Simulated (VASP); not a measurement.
# Al (Fm-3m) in VASP: further runs

Al is run at these levels: PBEsol; tasks: single point.

All numbers are computed with VASP 6.6.1; they aren't measurements. Logs are shortened: lines on timing, memory, paths and dates and some standing lists are left out, and cuts for length are marked.

### Step 1. The cell of the first run

It takes space group Fm-3m (No. 225, cubic). The conventional cell has a = 4.050 Å, b = 4.050 Å, c = 4.050 Å, α = 90.00°, β = 90.00°, γ = 90.00°. Within 3.8 Å of Al (site symmetry m-3m) lie 12 Al at 2.86 Å.

### Step 2. Single point, PBEsol

Input file INCAR:

```
ALGO = Normal
EDIFF = 1E-6
ENCUT = 500
GGA = PS
GGA_COMPAT = F
ISIF = 2
ISMEAR = -1
LASPH = T
LCHARG = F
LREAL = F
LWAVE = F
NBANDS = 8
NELM = 120
PREC = Accurate
SIGMA = 0.5
```

Input file KPOINTS:

```
k-points
0
Gamma
  12 12 12
```

Input file POSCAR:

```
Al
1.0
    0.0000000000      2.0248050000      2.0248050000
    2.0248050000      0.0000000000      2.0248050000
    2.0248050000      2.0248050000      0.0000000000
Al
1
Direct
    0.0000000000      0.0000000000      0.0000000000
```

Potentials or basis: VASP PAW PBE potentials, release 64 (Al).

Command:

```sh
$ cat potpaw_PBE.64/Al/POTCAR > POTCAR
$ mpirun -np 1 vasp_std > vasp.out
```

OUTCAR:

```text
EDIFF = 1E-6
   ENCUT = 500
   GGA = PS
   ISIF = 2
   ISMEAR = -1
   LASPH = T
   LREAL = F
   NELM = 120
   PREC = Accurate

 ion  position               nearest neighbor table
   1  0.000  0.000  0.000-

  LATTYP: Found a face centered cubic cell.
 ALAT       =     4.0496100000

  Lattice vectors:

 A1 = (   0.0000000000,   2.0248050000,   2.0248050000)
 A2 = (   2.0248050000,   0.0000000000,   2.0248050000)
 A3 = (   2.0248050000,   2.0248050000,   0.0000000000)

Analysis of symmetry for initial positions (statically):
=====================================================================
 Subroutine PRICEL returns:
 Original cell was already a primitive cell.

 Routine SETGRP: Setting up the symmetry group for a
 face centered cubic supercell.

 Subroutine GETGRP returns: Found 48 space group operations
 (whereof 48 operations were pure point group operations)
 out of a pool of 48 trial point group operations.

The static configuration has the point symmetry O_h .

Analysis of symmetry for dynamics (positions and initial velocities):
=====================================================================
 Subroutine PRICEL returns:
 Original cell was already a primitive cell.

 Routine SETGRP: Setting up the symmetry group for a
 face centered cubic supercell.

 Subroutine GETGRP returns: Found 48 space group operations
 (whereof 48 operations were pure point group operations)
 out of a pool of 48 trial point group operations.

The dynamic configuration has the point symmetry O_h .

 Subroutine INISYM returns: Found 48 space group operations
 (whereof 48 operations are pure point group operations),
 and found     1 'primitive' translations

----------------------------------------------------------------------------------------

                                     Primitive cell

  volume of cell :      16.6027

  direct lattice vectors                    reciprocal lattice vectors
     0.000000000  2.024805000  2.024805000    -0.246937359  0.246937359  0.246937359
     2.024805000  0.000000000  2.024805000     0.246937359 -0.246937359  0.246937359
     2.024805000  2.024805000  0.000000000     0.246937359  0.246937359 -0.246937359

  length of vectors
     2.863506692  2.863506692  2.863506692     0.427708053  0.427708053  0.427708053

  position of ions in fractional coordinates (direct lattice)
     0.000000000  0.000000000  0.000000000

  ion indices of the primitive-cell ions
   primitive index   ion index
                 1           1

----------------------------------------------------------------------------------------

 KPOINTS: k-points

Automatic generation of k-mesh.
 Grid dimensions read from file:
 generate k-points for:   12   12   12

 Generating k-lattice:

  Cartesian coordinates                     Fractional coordinates (reciprocal lattice)
    -0.020578113  0.020578113  0.020578113     0.083333333  0.000000000  0.000000000
     0.020578113 -0.020578113  0.020578113     0.000000000  0.083333333  0.000000000
     0.020578113  0.020578113 -0.020578113     0.000000000  0.000000000  0.083333333

  Length of vectors
     0.035642338  0.035642338  0.035642338

  Shift w.r.t. Gamma in fractional coordinates (k-lattice)
     0.000000000  0.000000000  0.000000000

 Subroutine IBZKPT returns following result:
 ===========================================

 Found     72 irreducible k-points:

 Following reciprocal coordinates:
            Coordinates               Weight
  0.000000  0.000000  0.000000      1.000000
  0.083333  0.000000  0.000000      8.000000
  0.166667  0.000000  0.000000      8.000000
  0.250000  0.000000  0.000000      8.000000
  0.333333  0.000000  0.000000      8.000000
  0.416667  0.000000  0.000000      8.000000
[... 16 lines left out ...]
  0.500000  0.166667  0.000000     24.000000
 -0.416667  0.166667  0.000000     24.000000
 [... further k-points ...]
   k-points           NKPTS =     72   k-points in BZ     NKDIM =     72   number of bands    NBANDS=      8
   number of dos      NEDOS =    301   number of ions     NIONS =      1
   total plane-waves  NPLWV =  13824
   dimension x,y,z NGX =    24 NGY =   24 NGZ =   24
   dimension x,y,z NGXF=    48 NGYF=   48 NGZF=   48
   ions per type =               1
   NGX,Y,Z   is equivalent  to a cutoff of  13.93, 13.93, 13.93 a.u.
   NGXF,Y,Z  is equivalent  to a cutoff of  27.87, 27.87, 27.87 a.u.
 SYSTEM =  unknown system
   PREC   = accura    normal or accurate (medium, high low for compatibility)
   ISTART =      0    job   : 0-new  1-cont  2-samecut
   ICHARG =      2    charge: 1-file 2-atom 10-const
   ISPIN  =      1    spin polarized calculation?
   LNONCOLLINEAR =      F non collinear calculations
   LSORBIT =      F    spin-orbit coupling
   LASPH  =      T    aspherical Exc in radial PAW
   ENCUT  =  500.0 eV  36.75 Ry    6.06 a.u.   5.22  5.22  5.22*2*pi/ulx,y,z
   NELM   =    120;   NELMIN=  2; NELMDL= -5     # of ELM steps
   EDIFF  = 0.1E-05   stopping-criterion for ELM
   LREAL  =      F    real-space projection
   EDIFFG = 0.1E-04   stopping-criterion for IOM
   NSW    =      0    number of steps for IOM
   IBRION =     -1    ionic relax: 0-MD 1-quasi-New 2-CG
   NFREE  =      0    steps in history (QN), initial steepest desc. (CG)
   ISIF   =      2    stress and relaxation
   ISYM   =      2    0-nonsym 1-usesym 2-fastsym
   POTIM  = 0.5000    time-step for ionic-motion
   TEBEG  =    0.0;   TEEND  =   0.0 temperature during run
   PSTRESS=    0.0 pullay stress
   NELECT =       3.0000    total number of electrons
   NUPDOWN=      -1.0000    fix difference up-down
   EMIN   =  10.00;   EMAX   =-10.00  energy-range for DOS
   EFERMI =   0.00;   METHOD = LEGACY
   ISMEAR =    -1;   SIGMA  =   0.50  broadening in eV -4-tet -1-fermi 0-gaus
   EFERMI_NEDOS =   21; number of points for ismear=-14 and -15
   IALGO  =     38    algorithm
   IMIX   =      4    mixing-type and parameters
     AMIX     =   0.40;   BMIX     =  1.00
     AMIX_MAG =   1.60;   BMIX_MAG =  1.00
  volume/ion in A,a.u.               =      16.60       112.04
  Fermi-wavevector in a.u.,A,eV,Ry     =   0.925526  1.748991 11.654733  0.856599
  Thomas-Fermi vector in A             =   2.051390
   LORBIT       =      0    0 simple, 1 ext, 2 COOP (PROOUT), +10 PAW based schemes
   GGA     = PS    functional components
   LHFCALC =     F    Hartree Fock is set to
   AEXX    =    0.0000 exact exchange contribution
   IVDW    =     0    specifies the selected vdW correction
   LEPSILON=     F    determine dielectric tensor
   LRPA    =     F    only Hartree local field effects (RPA)
 non-spin polarized calculation
  energy-cutoff  :      500.00
  volume of cell :       16.60
 maximum number of plane-waves:       444
 NGX is ok and might be reduce to    24
   NGX = 11   NGY = 11   NGZ = 11

 number of electron       3.0000000 magnetization

 Free energy of the ion-electron system (eV)
  ---------------------------------------------------
  ext. energy  EPLUGINS =         0.00000000
  ---------------------------------------------------
  free energy    TOTEN  =        -4.25705834 eV

  energy without entropy =       -3.92745660  energy(sigma->0) =       -4.09225747

 E-fermi :   7.8563     XC(G=0): -10.2341

 val. band max:        7.8230959372   @ k =  -0.4167   0.4167   0.0833
 cond. band min:       7.9697091332   @ k =  -0.2500   0.3333   0.0833
 fundamental gap:      0.1466131960
 Fermi energy:         7.8562819211

 k-point     1 :       0.0000    0.0000    0.0000
  band No.  band energies     occupation
      1      -3.2017      2.00000
      2      20.4464      0.00000
      3      20.4464      0.00000
      4      20.4464      0.00000
      5      21.8916      0.00000
      6      21.8916      0.00000
      7      21.8916      0.00000
      8      24.3229      0.00000

 k-point     2 :       0.0833    0.0000    0.0000
  band No.  band energies     occupation
      1      -3.0138      2.00000
      2      17.8385      0.00000
      3      19.8713      0.00000
      4      19.8713      0.00000
      5      22.5755      0.00000
      6      22.7526      0.00000
      7      22.7526      0.00000
      8      26.1185      0.00000

 k-point     3 :       0.1667    0.0000    0.0000
  band No.  band energies     occupation
      1      -2.4516      2.00000
      2      14.4936      0.00000
      3      19.1705      0.00000
      4      19.1705      0.00000
      5      22.4010      0.00000
      6      23.8092      0.00000
      7      23.8092      0.00000
      8      25.0690      0.00000

 k-point     4 :       0.2500    0.0000    0.0000
  band No.  band energies     occupation
      1      -1.5195      2.00000
      2      11.3063      0.00201
      3      18.7295      0.00000
      4      18.7295      0.00000
      5      22.1736      0.00000
      6      22.5552      0.00000
      7      22.5552      0.00000
      8      26.5600      0.00000

 k-point     5 :       0.3333    0.0000    0.0000
  band No.  band energies     occupation
      1      -0.2248      2.00000
      2       8.3761      0.52240
      3      18.5905      0.00000
      4      18.5905      0.00000
      5      21.1698      0.00000
      6      21.1698      0.00000
      7      22.1511      0.00000
      8      25.1394      0.00000

 k-point     6 :       0.4167    0.0000    0.0000
  band No.  band energies     occupation
      1       1.4229      1.99999
      2       5.7408      1.97134
      3      18.7633      0.00000
      4      18.7633      0.00000
      5      20.0583      0.00000
      6      20.0583      0.00000
      7      22.4223      0.00000
      8      23.9382      0.00000

 k-point     7 :       0.5000    0.0000    0.0000
  band No.  band energies     occupation
      1       3.3156      1.99977
      2       3.5181      1.99966
      3      19.2145      0.00000
      4      19.2145      0.00000
      5      19.2918      0.00000
      6      19.2918      0.00000
      7      22.9634      0.00000
      8      23.0778      0.00000

 k-point     8 :       0.0833    0.0833    0.0000
  band No.  band energies     occupation
      1      -2.9512      2.00000
      2      18.7261      0.00000
      3      18.7261      0.00000
      4      19.0370      0.00000
      5      21.3236      0.00000
      6      23.9748      0.00000
      7      23.9748      0.00000
      8      24.5589      0.00000

 k-point     9 :       0.1667    0.0833    0.0000
  band No.  band energies     occupation
      1      -2.5139      2.00000
      2      15.6935      0.00000
      3      17.8508      0.00000
      4      19.1332      0.00000
      5      21.6833      0.00000
      6      22.6209      0.00000
      7      24.3632      0.00000
      8      25.3355      0.00000

 k-point    10 :       0.2500    0.0833    0.0000
  band No.  band energies     occupation
      1      -1.7055      2.00000
      2      12.4753      0.00019
      3      17.2820      0.00000
      4      18.7950      0.00000
      5      20.5850      0.00000
      6      23.4787      0.00000
      7      24.2719      0.00000
      8      24.8085      0.00000
[... 78 lines left out ...]
 k-point    18 :      -0.0833    0.0833    0.0000
  band No.  band energies     occupation
      1      -2.7012      2.00000
      2      16.4618      0.00000
      3      17.3956      0.00000
      4      20.9333      0.00000
      5      22.1678      0.00000
      6      23.1883      0.00000
      7      24.1733      0.00000
      8      24.3226      0.00000

 k-point    19 :       0.1667    0.1667    0.0000
  band No.  band energies     occupation
      1      -2.2024      2.00000
      2      16.8450      0.00000
      3      16.8450      0.00000
      4      17.0225      0.00000
      5      20.0814      0.00000
      6      20.3019      0.00000
      7      26.8610      0.00000
      8      26.8610      0.00000

 k-point    20 :       0.2500    0.1667    0.0000
  band No.  band energies     occupation
      1      -1.5195      2.00000
      2      13.8958      0.00001
      3      16.1583      0.00000
      4      17.4689      0.00000
      5      18.2788      0.00000
      6      20.4973      0.00000
      7      27.1660      0.00000
      8      27.4446      0.00000

 k-point    21 :       0.3333    0.1667    0.0000
  band No.  band energies     occupation
      1      -0.4707      2.00000
      2      10.8704      0.00481
      3      15.7913      0.00000
      4      16.5212      0.00000
      5      17.4378      0.00000
      6      22.3065      0.00000
      7      25.9483      0.00000
      8      27.4811      0.00000

 k-point    22 :       0.4167    0.1667    0.0000
  band No.  band energies     occupation
      1       0.9358      2.00000
      2       8.0708      0.78873
      3      15.1344      0.00000
      4      15.7442      0.00000
      5      17.4648      0.00000
      6      24.5513      0.00000
      7      24.7424      0.00000
      8      27.5475      0.00000

 k-point    23 :       0.5000    0.1667    0.0000
  band No.  band energies     occupation
      1       2.6877      1.99994
      2       5.5597      1.97996
      3      14.0677      0.00001
      4      16.0171      0.00000
      5      17.7973      0.00000
      6      23.7721      0.00000
      7      26.0728      0.00000
      8      28.0696      0.00000

 k-point    24 :      -0.4167    0.1667    0.0000
  band No.  band energies     occupation
      1       3.3452      1.99976
      2       4.7902      1.99567
      3      13.3388      0.00003
      4      16.6105      0.00000
      5      18.4604      0.00000
      6      23.0902      0.00000
      7      25.7894      0.00000
      8      28.7650      0.00000

 [... further k-points ...]
[... 5 lines left out ...]
  --------------------------------------------------------------------------------------
  -------------------------------------------------------------------------------------
  Total       -0.0838993     -0.0838993     -0.0838993      0.0000000     -0.0000000     -0.0000000
  in kB       -8.0963552     -8.0963552     -8.0963552      0.0000000     -0.0000000     -0.0000000
  external PRESSURE =      -8.0963552 kB  Pullay stress =       0.0000000 kB

 VOLUME and BASIS-vectors are now :
 -----------------------------------------------------------------------------
  energy-cutoff  :      500.00
  volume of cell :       16.60
      direct lattice vectors                 reciprocal lattice vectors
     0.000000000  2.024805000  2.024805000    -0.246937359  0.246937359  0.246937359
     2.024805000  0.000000000  2.024805000     0.246937359 -0.246937359  0.246937359
     2.024805000  2.024805000  0.000000000     0.246937359  0.246937359 -0.246937359

 POSITION                                       TOTAL-FORCE (eV/Angst)
 -----------------------------------------------------------------------------------
      0.00000      0.00000      0.00000         0.000000     -0.000000      0.000000
 -----------------------------------------------------------------------------------
    total drift:                                0.000000     -0.000000     -0.000000

  FREE ENERGIE OF THE ION-ELECTRON SYSTEM (eV)
  ---------------------------------------------------
  free  energy   TOTEN  =        -4.2570583423 eV

  energy  without entropy=       -3.9274565988  energy(sigma->0) =       -4.09225747
```

Wall time 2.9 s (1 thread of Intel Xeon 6975P-C (Granite Rapids), shared host); peak memory 0.13 GiB.

Results:

```yaml
Free_energy: -4.2571 eV
Pressure: -0.8 GPa
```

Levels at points of the mesh, in eV from the Fermi level:
| k point | band 1 | band 2 | band 3 | band 4 |
| --- | --- | --- | --- | --- |
| (0.00, 0.00, 0.00) | -11.06 | 12.59 | 12.59 | 12.59 |
| (0.50, 0.00, 0.00) | -4.54 | -4.34 | 11.36 | 11.36 |
| (0.50, 0.50, 0.00) | -2.88 | -1.58 | 5.28 | 5.59 |

Caveat: the PAW data sets were made with another functional, which shifts forces and pressure a little.

(Continued in part 2 of 2.)
